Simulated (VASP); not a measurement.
Input of a VASP 6.6.1 run:

The input INCAR:

```
  ALGO = Fast
  EDIFF = 1E-6
  EDIFFG = -0.01
  ENCUT = 600
  GGA = PE
  IBRION = 2
  ISIF = 3
  ISMEAR = 0
  LASPH = True
  LCHARG = False
  LREAL = False
  LWAVE = False
  NELM = 80
  NSW = 100
  PREC = Accurate
  SIGMA = 0.1
```

KPOINTS

```
k-points
0
Gamma
  18 18 8
```

The input POSCAR:

```
Nb2Te
1.0
    3.2512927623      0.0000000000      0.0000000000
   -1.6256463812      2.8157021273      0.0000000000
    0.0000000000      0.0000000000      6.8806170748
Nb Te
2 1
Direct
    0.6666666667      0.3333333333      0.6913475413
    0.6666666667      0.3333333333      0.3086524587
    0.0000000000      0.0000000000      0.0000000000
```

Potentials or basis: VASP PAW PBE potentials, release 64 (Nb_sv, Te).

The run is started by

```sh
$ cat potpaw_PBE.64/Nb_sv/POTCAR potpaw_PBE.64/Te/POTCAR > POTCAR
$ mpirun -np 1 vasp_std > vasp.out
```

Problem. What does it give for the relaxed volume?

Solution. 20.99 Å³/atom.

Problem. Predict the relaxed cell.

Solution. a = 3.251 Å, b = 3.251 Å, c = 6.881 Å, α = 90.00°, β = 90.00°, γ = 120.00°.

Problem. What does it give for the band gap on the k mesh?

Solution. Zero (bands 16 and 17 overlap by 1.66 eV).

Forces on the atoms (eV/Å):
```
Nb   0.000  0.000 -0.009
Nb   0.000  0.000  0.009
Te   0.000  0.000  0.000
```

Caveat: spin-orbit coupling is left out, which moves the levels of the heavy elements.
